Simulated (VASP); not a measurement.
A run of VASP 6.6.1 is set up as follows.

The input INCAR:

```
ALGO = Fast
EDIFF = 1E-6
ENCUT = 520
GGA = PS
ISIF = 2
ISMEAR = 0
LASPH = T
LCHARG = F
LREAL = F
LWAVE = F
NBANDS = 13
NELM = 60
PREC = Accurate
SIGMA = 0.15
```

KPOINTS

```
k-points
0
Gamma
  24 24 24
```

The input POSCAR:

```
Sn
1.0
   -2.7522482183      1.9658915845      1.9658915845
    1.9658915845     -2.7522482183      1.9658915845
    1.9658915845      1.9658915845     -2.7522482183
Sn
1
Direct
    0.0000000000      0.0000000000      0.0000000000
```

Potentials or basis: VASP PAW PBE potentials, release 64 (Sn_d).

Launch:

```bash
$ cat potpaw_PBE.64/Sn_d/POTCAR > POTCAR
$ mpirun -np 1 vasp_std > vasp.out
```

Task: What does it give for the pressure?

Result: 72.2 GPa.

Task: Estimate the band gap on the k mesh.

Result: Zero (bands 7 and 8 overlap by 9.66 eV).

Stress tensor (GPa, compression positive):
```
72.23 69.45 69.45
69.45 72.23 69.45
69.45 69.45 72.23
```

Caveat: the cell stands under pressure; the PAW data sets were made with another functional, which shifts forces and pressure a little; spin-orbit coupling is left out, which moves the levels of the heavy elements.
